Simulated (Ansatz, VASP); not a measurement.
# One calculation of Ta2N, two programs

File INCAR:

```
SYSTEM = Ta2N
PREC = Accurate
ENCUT = 520
EDIFF = 1E-6
ISMEAR = -1
SIGMA = 0.15
LREAL = .FALSE.
LASPH = .TRUE.
NELM = 80
ALGO = Normal
ISIF = 2
LWAVE = .FALSE.
LCHARG = .FALSE.
GGA = PS
NBANDS = 20
```

KPOINTS

```
regular mesh
0
G
  12 12 8
  0 0 0
```

File POSCAR:

```
Ta2N
1.0
    2.9138466106      0.0677795395      0.0666070263
   -1.3982245023      2.7005159753     -0.0059635902
    0.1048543988      0.0496973537      5.0139862605
Ta N
2 1
Direct
    0.6727220902      0.3324202913      0.7467776409
    0.3333761573      0.6655959700      0.2528670834
   -0.0060982475      0.0019837387      0.0003552757
```

Input for Ansatz:

```yaml
crystal:
  lattice:
    - [2.9138466106, 0.0677795395, 0.0666070263]
    - [-1.3982245023, 2.7005159753, -0.0059635902]
    - [0.1048543988, 0.0496973537, 5.0139862605]
  atoms:
    - { symbol: Ta, position: [0.6727220902, 0.3324202913, 0.7467776409] }
    - { symbol: Ta, position: [0.3333761573, 0.66559597, 0.2528670834] }
    - { symbol: "N", position: [-0.0060982475, 0.0019837387, 0.0003552757] }
kpoints:
  mp_grid: { grid: [12, 12, 8] }
hamiltonian:
  xc: pbesol
scf:
  occupations: { method: fermi_dirac, width: 0.005 }
  algorithm: direct_min
output:
  forces: true
  eigenvalues: true
  stress: true
```

Alike in both runs: task single point; functional PBEsol; k mesh 12 × 12 × 8; no spin polarisation.

|  | VASP | Ansatz |
| --- | --- | --- |
| version | VASP 6.6.1 | Ansatz 0.2.0 |
| potentials or method | VASP PAW PBE potentials, release 64 (Ta_pv, N) | scalar-relativistic, plane waves, PAW |
| plane-wave cutoff (eV) | 520 | 420 |
| occupations | fermi-dirac, width 0.15 eV | fermi-dirac, width 0.005 eV |
| valence electrons in the cell | 27 | 31 |

```csv
,VASP,Ansatz,Ansatz less VASP
gap on the k mesh at the Fermi level (eV),none,none,-
pressure (GPa),0.7,-0.1,-0.84
"traceless stress, the component that is largest in VASP (GPa)",16.79,16.59,-0.208
rms of the force components (eV/Å),0.403,0.390,-0.0130
```

VASP's potentials were made for PBE, not for PBEsol. Atom by atom the forces differ by 0.016 eV/Å (rms over components). A gap of «none» marks a metal or a gap that the smearing closes. VASP's potentials hold 27 valence electrons a cell and Ansatz's 31, so a difference there can come from the potentials and not from the codes.

Neither program's run includes spin-orbit coupling.
